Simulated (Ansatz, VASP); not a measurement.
## One calculation of SnO, two programs

```
CELL_PARAMETERS angstrom
3.80200 0.00000 0.00000
0.00000 3.80200 0.00000
0.00000 0.00000 4.83600
ATOMIC_POSITIONS crystal
Sn 0.00000 0.48313 0.23046
Sn 0.50000 0.98313 0.75346
O 0.00000 0.00000 0.00000
O 0.50000 0.50000 0.00000
```

Change from the starting cell: all Sn atoms moved +0.075 Å, as atom 1 towards its neighbour atom 3 (O) at 2.224 Å.

Alike in both runs: task single point; functional r2SCAN; k mesh 10 × 10 × 8; occupations gaussian, width 0.03 eV; no spin polarisation.

|  | VASP | Ansatz |
| --- | --- | --- |
| version | VASP 6.6.1 | Ansatz 0.2.0 |
| potentials or method | VASP PAW PBE potentials, release 64 (Sn_d, O), cutoff 520 eV | scalar-relativistic, plane waves, PAW |
| valence electrons in the cell | 40 | 40 |

VASP gave:

* gap on the k mesh at the Fermi level (eV): 0.14
* least direct gap on the mesh (eV): 2.18
* pressure (GPa): 0.9
* traceless stress, the component that is largest in VASP (GPa): 0.40
* rms of the force components (eV/Å): 0.225

Problem. Estimate Ansatz's values.

Solution. gap on the k mesh at the Fermi level (eV): 0.14; least direct gap on the mesh (eV): 2.19; pressure (GPa): 0.3; traceless stress, the component that is largest in VASP (GPa): 0.37; rms of the force components (eV/Å): 0.226.

VASP's potentials were made for PBE, not for r2SCAN. Atom by atom the forces differ by 0.058 eV/Å (rms over components). The functional is the same, so the differences come from potentials, cutoffs and numerics.
